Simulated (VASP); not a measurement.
Crystal: Mg2Si.

```
Si Mg
1.0
     0.00000    3.16896    3.16896
     3.16896    0.00000    3.16896
     3.16896    3.16896    0.00000
Si Mg
1 2
Direct
  0.00000 0.00000 0.00000
  0.25000 0.25000 0.25000
  0.75000 0.75000 0.75000
```

Base run:

| Item | Value |
| --- | --- |
| Program | VASP 6.6.1 |
| Functional | PBE |
| Potentials or basis | VASP PAW PBE potentials, release 64 (Si, Mg) |
| Cutoff | 600 eV |
| k mesh | 8 × 8 × 8 |
| Occupations | gaussian, width 0.01 eV |
| Spin | no spin polarisation |

Its results: band gap on the k mesh 0.20 eV (least direct gap 1.91 eV); pressure 0.6 GPa.

Question: The run is repeated on the same cell with these changes: functional from PBE to r2SCAN; cutoff from 600 eV to 660 eV. What comes out?

Answer: Band gap on the k mesh 0.45 eV (least direct gap 2.48 eV); pressure -0.3 GPa.

Caveats: the structure was generated, so it needn't be the stable form of Mg2Si; semilocal functionals underestimate gaps, and a narrow one can read as zero; the PAW data sets were made with another functional, which shifts forces and pressure a little (at least some runs).

A k mesh can miss the band edges.
